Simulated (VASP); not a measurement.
Here is a VASP 6.6.1 calculation.

The input POSCAR:

```
GaN
1.0
    0.0000000000      2.2535006075      2.1971630923
    2.2535006075      0.0000000000      2.1971630923
    2.2535006075      2.2535006075      0.0000000000
Ga N
1 1
Direct
    0.0000000000      0.0000000000      0.0000000000
    0.7500000000      0.7500000000      0.7500000000
```

File INCAR.step1:

```
PREC     = Accurate       # precision mode
ENCUT    = 520            # plane-wave cutoff, eV
ISMEAR   = 0              # smearing method
SIGMA    = 0.05           # smearing width, eV
LREAL    = F              # projectors in reciprocal space
LASPH    = T              # aspherical terms in the spheres
NELM     = 100            # most SCF steps
NBANDS   = 16             # bands
GGA      = PE             # functional
ALGO     = Normal         # electronic algorithm
EDIFF    = 1E-4           # SCF threshold, eV
LWAVE    = T              # write WAVECAR
LCHARG   = F              # write CHGCAR
```

File INCAR.step2:

```
PREC     = Accurate       # precision mode
ENCUT    = 520            # plane-wave cutoff, eV
EDIFF    = 1E-7           # SCF threshold, eV
ISMEAR   = 0              # smearing method
SIGMA    = 0.05           # smearing width, eV
LREAL    = F              # projectors in reciprocal space
LASPH    = T              # aspherical terms in the spheres
NELM     = 100            # most SCF steps
ALGO     = Normal         # electronic algorithm
ISIF     = 2              # what is computed and relaxed
LWAVE    = F              # write WAVECAR
LCHARG   = T              # write CHGCAR
METAGGA  = R2SCAN         # meta-GGA
LMIXTAU  = T            
LELF     = T              # ELF
LVHAR    = T            
NBANDS   = 16             # bands
ISTART   = 1
```

File KPOINTS:

```
Automatic mesh
0
Gamma
  10 10 10
```

Potentials or basis: VASP PAW PBE potentials, release 64 (Ga_d, N).

Run with:

```console
$ cat potpaw_PBE.64/Ga_d/POTCAR potpaw_PBE.64/N/POTCAR > POTCAR
$ cp INCAR.step1 INCAR
$ mpirun -np 1 vasp_std > vasp.out
$ cp INCAR.step2 INCAR
$ mpirun -np 1 vasp_std > vasp.out
```

Problem. Predict the band gap on the k mesh.

Solution. 2.21 eV.

Problem. Estimate the pressure.

Solution. 5.1 GPa.

Stress tensor (GPa, compression positive):
```
4.03 0.00 0.00
0.00 4.03 0.00
0.00 0.00 7.11
```

Caveat: the cell differs from its parent crystal (strain -0.0250 x Voigt [0, 0, 1, 0, 0, 0]); the cell stands under pressure; the PAW data sets were made with another functional, which shifts forces and pressure a little.
